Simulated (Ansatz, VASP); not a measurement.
## One calculation of MnO, two programs

```
Mn O
1.0
     0.00000    2.28866    2.22200
     2.28866    0.00000    2.22200
     2.28866    2.28866    0.00000
Mn O
1 1
Direct
  0.00000 0.00000 0.00000
  0.50000 0.50000 0.50000
```

Change from the starting cell: equal xx and yy strain of +3 %.

Alike in both runs: task single point; functional PBE; k mesh 16 × 16 × 16; occupations fermi-dirac, width 0.05 eV; collinear spin.

```csv
,VASP,Ansatz
version,VASP 6.6.1,Ansatz 0.2.0
potentials or method,"VASP PAW PBE potentials, release 64 (Mn_pv, O), cutoff 520 eV","all-electron LAPW, scalar-relativistic"
```

|  | VASP | Ansatz | Ansatz less VASP |
| --- | --- | --- | --- |
| pressure (GPa) | -6.0 | -6.1 | -0.09 |
| traceless stress, the component that is largest in VASP (GPa) | -0.22 | -0.32 | -0.098 |
| net moment per atom (μB) | 2.44 | 2.44 | 0.000 |
| size of the moment on the site where the two differ most (μB) | 0.20 | 0.23 | +0.028 |

Site moments also hang on the region over which each program counts them. Ansatz ran all-electron here, and VASP with PAW potentials.
